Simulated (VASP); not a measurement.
# PbS (P1) in VASP: a series of runs

The runs below take PbS through single point, with PBEsol.

Everything below comes from runs of VASP 6.6.1. Logs are shortened: lines on timing, memory, paths and dates and some standing lists are left out, and cuts for length are marked.

## (1) The cell of the first run

The typed cell holds 16 atoms: a = 8.449 Å, b = 8.449 Å, c = 8.449 Å, α = 60.00°, β = 60.00°, γ = 60.00°.

## (2) Single point, PBEsol

File INCAR:

```
PREC = Accurate ; ENCUT = 520
EDIFF = 1E-6 ; ISMEAR = -1
SIGMA = 0.052 ; LREAL = Auto
LASPH = True ; NELM = 60
ALGO = Normal ; ISIF = 2
LWAVE = False ; LCHARG = True
GGA = PS ; LELF = True
LVHAR = True ; NBANDS = 94
```

File KPOINTS:

```
Automatic mesh
0
Gamma
  2 2 2
```

File POSCAR:

```
PbS
1.0
    0.0000000000      5.9744654327      5.9744654327
    5.9744654327      0.0000000000      5.9744654327
    5.9744654327      5.9744654327      0.0000000000
Pb S
8 8
Direct
    0.0048831984     -0.0050177711     -0.0017873566
   -0.0023587048      0.0018110407      0.4966143052
    0.0006885135      0.5022503743     -0.0012594432
   -0.0013480704      0.5049569763      0.4972782977
    0.5023352355      0.0008555577      0.0010426874
    0.4944534425      0.0038624376      0.5005758312
    0.5022487005      0.4964741253      0.0021264664
    0.4991477537      0.4983264249      0.5000947840
    0.2611731573      0.2282803400      0.2490021939
    0.2323120814      0.2628595843      0.7515648974
    0.2494364587      0.7434737970      0.2548650615
    0.2449536308      0.7456082975      0.7634142421
    0.7700358387      0.2451421833      0.2364786467
    0.7596370004      0.2326825748      0.7536215668
    0.7601355387      0.7477203693      0.2561716219
    0.7462554684      0.7812733294      0.7228066760
```

Potentials or basis: VASP PAW PBE potentials, release 64 (Pb_d, S).

Run with:

```
$ cat potpaw_PBE.64/Pb_d/POTCAR potpaw_PBE.64/S/POTCAR > POTCAR
$ mpirun -np 1 vasp_std > vasp.out
```

OUTCAR:

```text
PREC = Accurate
   ENCUT = 520
   EDIFF = 1E-6
   ISMEAR = -1
   LREAL = Auto
   LASPH = True
   NELM = 60
   ISIF = 2
   GGA = PS

 ion  position               nearest neighbor table
   1  0.005  0.995  0.998-  12 2.89  13 2.92  14 2.93  15 2.94  10 2.96  11 2.99
   2  0.998  0.002  0.497-  16 2.82  13 2.92  14 2.92   9 2.93  11 2.99  12 3.07
   3  0.001  0.502  0.999-  10 2.91  12 2.91  13 2.92  15 3.01   9 3.06  16 3.17
   4  0.999  0.505  0.497-  15 2.87  10 2.92  11 2.92  16 3.01  14 3.06   9 3.14
   5  0.502  0.001  0.001-   9 2.84  14 2.92  16 2.98  11 3.05  15 3.06  10 3.11
   6  0.494  0.004  0.501-  16 2.84   9 2.90  15 2.99  12 3.03  10 3.05  13 3.09
[... 8 lines left out ...]
  15  0.760  0.748  0.256-   4 2.87   1 2.94   6 2.99   3 3.01   8 3.05   5 3.06
  16  0.746  0.781  0.723-   2 2.82   6 2.84   5 2.98   4 3.01   7 3.17   3 3.17

  LATTYP: Found a face centered cubic cell.
 ALAT       =    11.9489308654

  Lattice vectors:

 A1 = (   0.0000000000,   5.9744654327,   5.9744654327)
 A2 = (   5.9744654327,   0.0000000000,   5.9744654327)
 A3 = (   5.9744654327,   5.9744654327,   0.0000000000)

Analysis of symmetry for initial positions (statically):
=====================================================================
 Subroutine PRICEL returns:
 Original cell was already a primitive cell.

 Routine SETGRP: Setting up the symmetry group for a
 face centered cubic supercell.

 Subroutine GETGRP returns: Found  1 space group operations
 (whereof  1 operations were pure point group operations)
 out of a pool of 48 trial point group operations.

The static configuration has the point symmetry C_1 .

Analysis of symmetry for dynamics (positions and initial velocities):
=====================================================================
 Subroutine PRICEL returns:
 Original cell was already a primitive cell.

 Routine SETGRP: Setting up the symmetry group for a
 face centered cubic supercell.

 Subroutine GETGRP returns: Found  1 space group operations
 (whereof  1 operations were pure point group operations)
 out of a pool of 48 trial point group operations.

The dynamic configuration has the point symmetry C_1 .

 Subroutine INISYM returns: Found  1 space group operations
 (whereof  1 operations are pure point group operations),
 and found     1 'primitive' translations

----------------------------------------------------------------------------------------

                                     Primitive cell

  volume of cell :     426.5080

  direct lattice vectors                    reciprocal lattice vectors
     0.000000000  5.974465433  5.974465433    -0.083689496  0.083689496  0.083689496
     5.974465433  0.000000000  5.974465433     0.083689496 -0.083689496  0.083689496
     5.974465433  5.974465433  0.000000000     0.083689496  0.083689496 -0.083689496

  length of vectors
     8.449170043  8.449170043  8.449170043     0.144954459  0.144954459  0.144954459

  position of ions in fractional coordinates (direct lattice)
     0.004883198  0.994982229  0.998212643
     0.997641295  0.001811041  0.496614305
     0.000688514  0.502250374  0.998740557
     0.998651930  0.504956976  0.497278298
     0.502335235  0.000855558  0.001042687
     0.494453443  0.003862438  0.500575831
[... 8 lines left out ...]
     0.760135539  0.747720369  0.256171622
     0.746255468  0.781273329  0.722806676

  ion indices of the primitive-cell ions
   primitive index   ion index
                 1           1
                 2           2
                 3           3
                 4           4
                 5           5
                 6           6
[... 8 lines left out ...]
                15          15
                16          16

----------------------------------------------------------------------------------------

 KPOINTS: Automatic mesh

Automatic generation of k-mesh.
 Grid dimensions read from file:
 generate k-points for:    2    2    2

 Generating k-lattice:

  Cartesian coordinates                     Fractional coordinates (reciprocal lattice)
    -0.041844748  0.041844748  0.041844748     0.500000000  0.000000000  0.000000000
     0.041844748 -0.041844748  0.041844748     0.000000000  0.500000000  0.000000000
     0.041844748  0.041844748 -0.041844748     0.000000000  0.000000000  0.500000000

  Length of vectors
     0.072477229  0.072477229  0.072477229

  Shift w.r.t. Gamma in fractional coordinates (k-lattice)
     0.000000000  0.000000000  0.000000000

 Subroutine IBZKPT returns following result:
 ===========================================

 Found      8 irreducible k-points:

 Following reciprocal coordinates:
            Coordinates               Weight
  0.000000  0.000000  0.000000      1.000000
  0.500000  0.000000  0.000000      1.000000
  0.000000  0.500000  0.000000      1.000000
  0.000000  0.000000  0.500000      1.000000
  0.500000  0.500000  0.500000      1.000000
  0.500000  0.500000  0.000000      1.000000
  0.000000  0.500000  0.500000      1.000000
  0.500000  0.000000  0.500000      1.000000
   k-points           NKPTS =      8   k-points in BZ     NKDIM =      8   number of bands    NBANDS=     94
   number of dos      NEDOS =    301   number of ions     NIONS =     16
   total plane-waves  NPLWV = 262144
   dimension x,y,z NGX =    64 NGY =   64 NGZ =   64
   dimension x,y,z NGXF=   128 NGYF=  128 NGZF=  128
   ions per type =               8   8
   NGX,Y,Z   is equivalent  to a cutoff of  12.59, 12.59, 12.59 a.u.
   NGXF,Y,Z  is equivalent  to a cutoff of  25.19, 25.19, 25.19 a.u.
 SYSTEM =  unknown system
   PREC   = accura    normal or accurate (medium, high low for compatibility)
   ISTART =      0    job   : 0-new  1-cont  2-samecut
   ICHARG =      2    charge: 1-file 2-atom 10-const
   ISPIN  =      1    spin polarized calculation?
   LNONCOLLINEAR =      F non collinear calculations
   LSORBIT =      F    spin-orbit coupling
   LASPH  =      T    aspherical Exc in radial PAW
   ENCUT  =  520.0 eV  38.22 Ry    6.18 a.u.  15.71 15.71 15.71*2*pi/ulx,y,z
   NELM   =     60;   NELMIN=  2; NELMDL= -5     # of ELM steps
   EDIFF  = 0.1E-05   stopping-criterion for ELM
   LREAL  =      T    real-space projection
   EDIFFG = 0.1E-04   stopping-criterion for IOM
   NSW    =      0    number of steps for IOM
   IBRION =     -1    ionic relax: 0-MD 1-quasi-New 2-CG
   NFREE  =      0    steps in history (QN), initial steepest desc. (CG)
   ISIF   =      2    stress and relaxation
   ISYM   =      2    0-nonsym 1-usesym 2-fastsym
   POTIM  = 0.5000    time-step for ionic-motion
   TEBEG  =    0.0;   TEEND  =   0.0 temperature during run
   PSTRESS=    0.0 pullay stress
   NELECT =     160.0000    total number of electrons
   NUPDOWN=      -1.0000    fix difference up-down
   EMIN   =  10.00;   EMAX   =-10.00  energy-range for DOS
   EFERMI =   0.00;   METHOD = LEGACY
   ISMEAR =    -1;   SIGMA  =   0.05  broadening in eV -4-tet -1-fermi 0-gaus
   EFERMI_NEDOS =   21; number of points for ismear=-14 and -15
   IALGO  =     38    algorithm
   IMIX   =      4    mixing-type and parameters
     AMIX     =   0.40;   BMIX     =  1.00
     AMIX_MAG =   1.60;   BMIX_MAG =  1.00
  volume/ion in A,a.u.               =      26.66       179.89
  Fermi-wavevector in a.u.,A,eV,Ry     =   1.180699  2.231197 18.967196  1.394050
  Thomas-Fermi vector in A             =   2.316986
   LORBIT       =      0    0 simple, 1 ext, 2 COOP (PROOUT), +10 PAW based schemes
   GGA     = PS    functional components
   LHFCALC =     F    Hartree Fock is set to
   AEXX    =    0.0000 exact exchange contribution
   IVDW    =     0    specifies the selected vdW correction
   LEPSILON=     F    determine dielectric tensor
   LRPA    =     F    only Hartree local field effects (RPA)
 non-spin polarized calculation
  energy-cutoff  :      520.00
  volume of cell :      426.51
 maximum number of plane-waves:     11575
 NGX is ok and might be reduce to    64
   NGX = 31   NGY = 31   NGZ = 31

 number of electron     160.0000003 magnetization

 Free energy of the ion-electron system (eV)
  ---------------------------------------------------
  ext. energy  EPLUGINS =         0.00000000
  ---------------------------------------------------
  free energy    TOTEN  =       -75.20378788 eV

  energy without entropy =      -75.19240231  energy(sigma->0) =      -75.19809510

 E-fermi :   5.5429     XC(G=0):  -9.7861

 val. band max:        5.3710673706   @ k =   0.0000   0.0000   0.0000
 cond. band min:       5.7113250679   @ k =   0.0000   0.0000   0.0000
 fundamental gap:      0.3402576973
 Fermi energy:         5.5428532727

 k-point     1 :       0.0000    0.0000    0.0000
  band No.  band energies     occupation
      1     -11.4773      2.00000
      2     -11.4699      2.00000
      3     -11.4550      2.00000
      4     -11.4167      2.00000
      5     -11.4139      2.00000
      6     -11.4055      2.00000
[... 84 lines left out ...]
     91       7.3863      0.00000
     92       7.4170      0.00000

 k-point     2 :       0.5000    0.0000    0.0000
  band No.  band energies     occupation
      1     -11.4554      2.00000
      2     -11.4502      2.00000
      3     -11.4283      2.00000
      4     -11.4124      2.00000
      5     -11.4079      2.00000
      6     -11.4018      2.00000
[... 84 lines left out ...]
     91       8.5941      0.00000
     92       8.6839      0.00000

 k-point     3 :       0.0000    0.5000    0.0000
  band No.  band energies     occupation
      1     -11.4573      2.00000
      2     -11.4499      2.00000
      3     -11.4276      2.00000
      4     -11.4126      2.00000
      5     -11.4074      2.00000
      6     -11.4020      2.00000
[... 84 lines left out ...]
     91       8.5876      0.00000
     92       8.6029      0.00000

 k-point     4 :       0.0000    0.0000    0.5000
  band No.  band energies     occupation
      1     -11.4407      2.00000
      2     -11.4379      2.00000
      3     -11.4331      2.00000
      4     -11.4308      2.00000
      5     -11.4096      2.00000
      6     -11.4035      2.00000
[... 84 lines left out ...]
     91       8.5883      0.00000
     92       8.6661      0.00000

 k-point     5 :       0.5000    0.5000    0.5000
  band No.  band energies     occupation
      1     -11.4400      2.00000
      2     -11.4356      2.00000
      3     -11.4353      2.00000
      4     -11.4300      2.00000
      5     -11.4086      2.00000
      6     -11.4045      2.00000
[... 84 lines left out ...]
     91       8.6359      0.00000
     92       8.6593      0.00000

 k-point     6 :       0.5000    0.5000    0.0000
  band No.  band energies     occupation
      1     -11.4556      2.00000
      2     -11.4423      2.00000
      3     -11.4166      2.00000
      4     -11.4095      2.00000
      5     -11.4079      2.00000
      6     -11.3991      2.00000
[... 84 lines left out ...]
     91       7.8980      0.00000
     92       7.9078      0.00000

 k-point     7 :       0.0000    0.5000    0.5000
  band No.  band energies     occupation
      1     -11.4440      2.00000
      2     -11.4380      2.00000
      3     -11.4282      2.00000
      4     -11.4271      2.00000
      5     -11.4084      2.00000
      6     -11.4022      2.00000
[... 84 lines left out ...]
     91       7.9108      0.00000
     92       7.9323      0.00000

 k-point     8 :       0.5000    0.0000    0.5000
  band No.  band energies     occupation
      1     -11.4421      2.00000
      2     -11.4394      2.00000
      3     -11.4281      2.00000
      4     -11.4244      2.00000
      5     -11.4109      2.00000
      6     -11.4067      2.00000
[... 84 lines left out ...]
     91       7.8828      0.00000
     92       7.9436      0.00000
 [bands above 92 left out]

------------------------ aborting loop because EDIFF is reached ----------------------------------------

  FORCE on cell =-STRESS in cart. coord.  units (eV):
  Direction    XX          YY          ZZ          XY          YZ          ZX
  --------------------------------------------------------------------------------------
  -------------------------------------------------------------------------------------
  Total       -4.7858237     -4.3674544     -4.6832383      0.3923622     -0.0184917     -0.0387104
  in kB      -17.9779484    -16.4063437    -17.5925862      1.4739087     -0.0694640     -0.1454157
  external PRESSURE =     -17.3256261 kB  Pullay stress =       0.0000000 kB

 VOLUME and BASIS-vectors are now :
 -----------------------------------------------------------------------------
  energy-cutoff  :      520.00
  volume of cell :      426.51
      direct lattice vectors                 reciprocal lattice vectors
     0.000000000  5.974465433  5.974465433    -0.083689496  0.083689496  0.083689496
     5.974465433  0.000000000  5.974465433     0.083689496 -0.083689496  0.083689496
     5.974465433  5.974465433  0.000000000     0.083689496  0.083689496 -0.083689496

 POSITION                                       TOTAL-FORCE (eV/Angst)
 -----------------------------------------------------------------------------------
     11.90827      5.99296      5.97366         0.103462     -0.043215     -0.003549
      2.97782      8.92738      5.97119         0.010037      0.030287      0.017300
      8.96762      5.97105      3.00479        -0.012091     -0.006485     -0.039134
      5.98782      8.93738      8.98326         0.091444      0.042874     -0.027703
      0.01134      3.00741      3.00630        -0.066454     -0.044980      0.015129
      3.01375      5.94477      2.97717        -0.038070      0.041098      0.021920
[... 8 lines left out ...]
      5.99772      6.07189      9.00863         0.096044     -0.392372     -0.185662
      8.98607      8.77686      9.12617        -0.318472      0.508960     -0.522127
 -----------------------------------------------------------------------------------
    total drift:                               -0.000649      0.002503     -0.006318

  FREE ENERGIE OF THE ION-ELECTRON SYSTEM (eV)
  ---------------------------------------------------
  free  energy   TOTEN  =       -75.2037878806 eV

  energy  without entropy=      -75.1924023139  energy(sigma->0) =      -75.19809510
```

Wall time 16 min (1 thread of Intel Xeon 8259CL, shared host); peak memory 0.65 GiB.

Results:

```
Free energy            : -75.2038 eV
Pressure               : -1.7 GPa
Largest force          : 0.796 eV/Å
Band gap on the k mesh : 0.34 eV
```

Forces on the atoms (eV/Å):
```
Pb   0.103 -0.043 -0.004
Pb   0.010  0.030  0.017
Pb  -0.012 -0.006 -0.039
Pb   0.091  0.043 -0.028
Pb  -0.066 -0.045  0.015
Pb  -0.038  0.041  0.022
Pb  -0.020 -0.078 -0.022
Pb   0.038  0.021 -0.012
S    0.285 -0.456  0.566
S   -0.133  0.401  0.293
S   -0.199  0.173 -0.017
S   -0.471  0.094  0.242
S    0.368 -0.080 -0.302
S    0.266 -0.211 -0.024
S    0.096 -0.392 -0.186
S   -0.318  0.509 -0.522
```

Stress tensor (GPa, compression positive):
```
-1.80  0.15 -0.01
 0.15 -1.64 -0.01
-0.01 -0.01 -1.76
```

Caveat: the k points lie up to 0.46 Å⁻¹ apart; the atoms stand as in a frame of molecular dynamics; the PAW data sets were made with another functional, which shifts forces and pressure a little; spin-orbit coupling is left out, which moves the levels of the heavy elements.

[end of part 1 of 2]
